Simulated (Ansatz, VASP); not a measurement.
## P in VASP and in Ansatz

```
P
1.0
     4.14472    0.00000    0.00000
     0.00000    4.14472    0.00000
     0.00000    0.00000    4.44367
P
1
Cartesian
  0.0000 0.0000 0.0000
```

Change from the starting cell: strain -0.030 along x and y, +0.015 along z, atoms carried along.

Alike in both runs: task single point; functional r2SCAN; k mesh 12 × 12 × 12; occupations gaussian, width 0.15 eV; no spin polarisation.

|  | VASP | Ansatz |
| --- | --- | --- |
| version | VASP 6.6.1 | Ansatz 0.2.0 |
| potentials or method | VASP PAW PBE potentials, release 64 (P), cutoff 520 eV | scalar-relativistic, plane waves, PAW |
| valence electrons in the cell | 5 | 5 |

|  | VASP | Ansatz | Ansatz less VASP |
| --- | --- | --- | --- |
| gap on the k mesh at the Fermi level (eV) | none | none | - |
| pressure (GPa) | -4.4 | -4.4 | +0.01 |
| traceless stress, the component that is largest in VASP (GPa) | 0.83 | 0.83 | +0.001 |

VASP's potentials were made for PBE, not for r2SCAN. A gap of «none» marks a metal or a gap that the smearing closes. The functional is the same, so the differences come from potentials, cutoffs and numerics.
